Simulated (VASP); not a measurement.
# C in VASP: notebook, part 2 of 2

VASP 6.6.1.

## (3) Single point, PBE

This run uses another cell than the first one: it holds 24 atoms, not 16.

Input file INCAR:

```
ALGO = Normal ; EDIFF = 1E-6
ENCUT = 520 ; GGA = PE
ISIF = 2 ; ISMEAR = 0
LASPH = True ; LCHARG = False
LREAL = Auto ; LWAVE = False
NBANDS = 66 ; NELM = 100
PREC = Accurate ; SIGMA = 0.05
```

Input file KPOINTS:

```
k-points
0
Gamma
  1 1 18
```

Input file POSCAR:

```
C
1.0
   13.2000000000      0.0000000000      0.0000000000
    0.0000000000     13.5000000000      0.0000000000
    0.0000000000      0.0000000000      4.2626178892
C
24
Direct
    0.6832182450      0.5000000000      0.6653672874
    0.5916000114      0.6551201194      0.6653731845
    0.6586634434      0.5895624079      0.1653718037
    0.4083999886      0.6551201194      0.6653731845
    0.5000000000      0.6791166806      0.1653704883
    0.3167817550      0.5000000000      0.6653672874
    0.3413365566      0.5895624079      0.1653718037
    0.4083999886      0.3448798806      0.6653731845
    0.3413365566      0.4104375921      0.1653718037
    0.5916000114      0.3448798806      0.6653731845
    0.5000000000      0.3208833194      0.1653704883
    0.6586634434      0.4104375921      0.1653718037
    0.6586634434      0.5895624079      0.8346281963
    0.6832182450      0.5000000000      0.3346327126
    0.5000000000      0.6791166806      0.8346295117
    0.5916000114      0.6551201194      0.3346268155
    0.3413365566      0.5895624079      0.8346281963
    0.4083999886      0.6551201194      0.3346268155
    0.3413365566      0.4104375921      0.8346281963
    0.3167817550      0.5000000000      0.3346327126
    0.5000000000      0.3208833194      0.8346295117
    0.4083999886      0.3448798806      0.3346268155
    0.6586634434      0.4104375921      0.8346281963
    0.5916000114      0.3448798806      0.3346268155
```

Potentials or basis: VASP PAW PBE potentials, release 64 (C).

Launch:

```bash
> cat potpaw_PBE.64/C/POTCAR > POTCAR
> mpirun -np 1 vasp_std > vasp.out
```

OUTCAR:

```text
EDIFF = 1E-6
   ENCUT = 520
   GGA = PE
   ISIF = 2
   ISMEAR = 0
   LASPH = True
   LREAL = Auto
   NELM = 100
   PREC = Accurate

 ion  position               nearest neighbor table
   1  0.683  0.500  0.665-  14 1.41  13 1.44  23 1.44
   2  0.592  0.655  0.665-  16 1.41  13 1.44  15 1.44
   3  0.659  0.590  0.165-  13 1.41  16 1.44  14 1.44
   4  0.408  0.655  0.665-  18 1.41  17 1.44  15 1.44
   5  0.500  0.679  0.165-  15 1.41  16 1.44  18 1.44
   6  0.317  0.500  0.665-  20 1.41  19 1.44  17 1.44
[... 16 lines left out ...]
  23  0.659  0.410  0.835-  12 1.41  10 1.44   1 1.44
  24  0.592  0.345  0.335-  10 1.41  12 1.44  11 1.44

  LATTYP: Found a simple orthorhombic cell.
 ALAT       =     4.2626178892
 B/A-ratio  =     3.0966885475
 C/A-ratio  =     3.1670678327

  Lattice vectors:

 A1 = (   0.0000000000,   0.0000000000,   4.2626178892)
 A2 = (  13.2000000000,   0.0000000000,   0.0000000000)
 A3 = (   0.0000000000,  13.5000000000,   0.0000000000)

[... 207 lines left out ...]
 cond. band min:      -2.1033892739   @ k =   0.0000   0.0000   0.0556
 fundamental gap:      0.0031659221
 Fermi energy:        -2.1041990237

 k-point     1 :       0.0000    0.0000    0.0000
  band No.  band energies     occupation
      1     -21.7681      2.00000
      2     -21.1329      2.00000
      3     -21.1328      2.00000
      4     -19.4215      2.00000
      5     -19.4213      2.00000
      6     -16.9712      2.00000
[... 619 lines left out ...]
     59       2.0509      0.00000
     60       2.0513      0.00000
 [bands above 60 left out]

------------------------ aborting loop because EDIFF is reached ----------------------------------------

  FORCE on cell =-STRESS in cart. coord.  units (eV):
  Direction    XX          YY          ZZ          XY          YZ          ZX
  --------------------------------------------------------------------------------------
  -------------------------------------------------------------------------------------
  Total        0.5060013      0.4906700      0.8999083      0.0000000      0.0000000      0.0000000
  in kB        1.0672795      1.0349420      1.8981247      0.0000000      0.0000000      0.0000000
  external PRESSURE =       1.3334487 kB  Pullay stress =       0.0000000 kB

 VOLUME and BASIS-vectors are now :
 -----------------------------------------------------------------------------
  energy-cutoff  :      520.00
  volume of cell :      759.60
      direct lattice vectors                 reciprocal lattice vectors
    13.200000000  0.000000000  0.000000000     0.075757576  0.000000000  0.000000000
     0.000000000 13.500000000  0.000000000     0.000000000  0.074074074  0.000000000
     0.000000000  0.000000000  4.262617889     0.000000000  0.000000000  0.234597617

 POSITION                                       TOTAL-FORCE (eV/Angst)
 -----------------------------------------------------------------------------------
      9.01848      6.75000      2.83621         0.021247      0.000000      0.004411
      7.80912      8.84412      2.83623         0.014105      0.016117      0.006645
      8.69436      7.95909      0.70492         0.013797      0.013953      0.008526
      5.39088      8.84412      2.83623        -0.014105      0.016117      0.006645
      6.60000      9.16808      0.70491        -0.000000      0.021435      0.003788
      4.18152      6.75000      2.83621        -0.021247      0.000000      0.004411
[... 16 lines left out ...]
      8.69436      5.54091      3.55770         0.013797     -0.013953     -0.008526
      7.80912      4.65588      1.42639         0.014105     -0.016117     -0.006645
 -----------------------------------------------------------------------------------
    total drift:                               -0.000000     -0.000000     -0.000000

  FREE ENERGIE OF THE ION-ELECTRON SYSTEM (eV)
  ---------------------------------------------------
  free  energy   TOTEN  =      -212.9497321015 eV

  energy  without entropy=     -212.9403397086  energy(sigma->0) =     -212.94503591
```

OSZICAR:

```text
N       E                     dE             d eps       ncg     rms          rms(c)
DAV:   1     0.815229297105E+03    0.81523E+03   -0.38261E+04  1376   0.114E+03
DAV:   2    -0.904837018838E+02   -0.90571E+03   -0.86340E+03  1918   0.274E+02
DAV:   3    -0.222887237299E+03   -0.13240E+03   -0.13132E+03  1624   0.110E+02
[... 12 lines left out ...]
DAV:  16    -0.212949490132E+03   -0.70345E-03   -0.56006E-05  1446   0.154E-02    0.684E-03
DAV:  17    -0.212949646059E+03   -0.15593E-03   -0.11809E-05  1250   0.733E-03    0.224E-03
DAV:  18    -0.212949720496E+03   -0.74437E-04   -0.10979E-05  1174   0.536E-03    0.112E-03
DAV:  19    -0.212949730557E+03   -0.10062E-04   -0.14907E-06  1120   0.218E-03    0.500E-04
DAV:  20    -0.212949731617E+03   -0.10593E-05   -0.16229E-07  1072   0.963E-04    0.190E-04
DAV:  21    -0.212949732101E+03   -0.48483E-06   -0.50833E-08   978   0.566E-04
   1 F= -.21294973E+03 E0= -.21294504E+03  d E =-.939239E-02
```

stdout:

```text
POSCAR found type information on POSCAR C
 POSCAR found :  1 types and      24 ions
 scaLAPACK will be used
 LDA part: xc-table for (Slater+PW92), standard interpolation
 POSCAR, INCAR and KPOINTS ok, starting setup
 FFT: planning ... GRIDC
 FFT: planning ... GRID_SOFT
 FFT: planning ... GRID
 WAVECAR not read
 entering main loop
```

Wall time 7.8 min (1 thread of Intel Xeon 6975P-C (Granite Rapids), shared host); peak memory 0.77 GiB.

Results:

* Free energy: -212.9497 eV
* Largest force: 0.022 eV/Å
* Band gap on the k mesh: zero (bands 48 and 49 overlap by 0.27 eV)

Forces in eV/Å, atoms in the order of the input:
```
C    0.021  0.000  0.004
C    0.014  0.016  0.007
C    0.014  0.014  0.009
C   -0.014  0.016  0.007
C    0.000  0.021  0.004
C   -0.021  0.000  0.004
C   -0.014  0.014  0.009
C   -0.014 -0.016  0.007
C   -0.014 -0.014  0.009
C    0.014 -0.016  0.007
C    0.000 -0.021  0.004
C    0.014 -0.014  0.009
C    0.014  0.014 -0.009
C    0.021  0.000 -0.004
C    0.000  0.021 -0.004
C    0.014  0.016 -0.007
C   -0.014  0.014 -0.009
C   -0.014  0.016 -0.007
C   -0.014 -0.014 -0.009
C   -0.021  0.000 -0.004
C    0.000 -0.021 -0.004
C   -0.014 -0.016 -0.007
C    0.014 -0.014 -0.009
C    0.014 -0.016 -0.007
```
